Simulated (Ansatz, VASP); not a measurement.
One calculation of Ba, two programs

```xyz
1
Lattice="0.0000 2.4363 2.4363 2.4363 0.0000 2.4363 2.4363 2.4363 0.0000" Properties=species:S:1:pos:R:3 pbc="T T T"
Ba    0.0000    0.0000    0.0000
```

Change from the starting cell: volume scaled by 0.45, norm-conserving files.

Alike in both runs: task single point; functional PBE; k mesh 10 × 10 × 10; occupations fermi-dirac, width 0.1 eV; no spin polarisation.

```csv
,VASP,Ansatz
version,VASP 6.6.1,Ansatz 0.2.0
potentials or method,"VASP PAW PBE potentials, release 64 (Ba_sv)","norm-conserving pseudopotentials, scalar-relativistic"
plane-wave cutoff (eV),520,770
valence electrons in the cell,10,10
```

Ansatz gave:

```
pressure (GPa) : 16.9
```

Problem. Estimate VASP's values.

Solution. Pressure (GPa): 19.9.

Spin-orbit coupling is off throughout.
